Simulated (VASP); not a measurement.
A run of VASP 6.6.1:

File POSCAR:

```
ZnSe
1.0
    0.0000000000      2.8338000000      2.8338000000
    2.8338000000      0.0000000000      2.8338000000
    2.8338000000      2.8338000000      0.0000000000
Zn Se
1 1
Direct
    0.0000000000      0.0000000000      0.0000000000
    0.2500000000      0.2500000000      0.2500000000
```

Contents of INCAR.step1:

```
PREC = Accurate ; ENCUT = 400
EDIFF = 1E-6 ; ISMEAR = 0
SIGMA = 0.01 ; LREAL = False
LASPH = True ; NELM = 120
ALGO = Normal ; ISIF = 2
LWAVE = False ; LCHARG = True
GGA = PE ; NBANDS = 16
GGA_COMPAT = False ; NEDOS = 2001
LORBIT = 11
```

Contents of KPOINTS.step1:

```
Automatic mesh
0
Gamma
  5 5 5
```

Contents of INCAR.step2:

```
PREC = Accurate ; ENCUT = 400
EDIFF = 1E-6 ; ISMEAR = -5
SIGMA = 0.01 ; LREAL = False
LASPH = True ; NELM = 120
ALGO = Normal ; ISIF = 2
LWAVE = False ; LCHARG = False
GGA = PE ; LORBIT = 10
NEDOS = 2001 ; ICHARG = 11
GGA_COMPAT = False
```

File KPOINTS.step2:

```
Automatic mesh
0
Gamma
  8 8 8
```

Potentials or basis: VASP PAW PBE potentials, release 64 (Zn, Se).

Run with:

```sh
$ cat potpaw_PBE.64/Zn/POTCAR potpaw_PBE.64/Se/POTCAR > POTCAR
$ cp INCAR.step1 INCAR
$ cp KPOINTS.step1 KPOINTS
$ mpirun -np 1 vasp_std > vasp.out
$ cp INCAR.step2 INCAR
$ cp KPOINTS.step2 KPOINTS
$ mpirun -np 1 vasp_std > vasp.out
```

Hardware: 1 thread of AMD EPYC 7R13 (shared host).

How long does it take, and how much memory?

Wall time 33 s on 1 thread of AMD EPYC 7R13, with other jobs on the host, peak memory 0.12 GiB. Counts: k points 29.
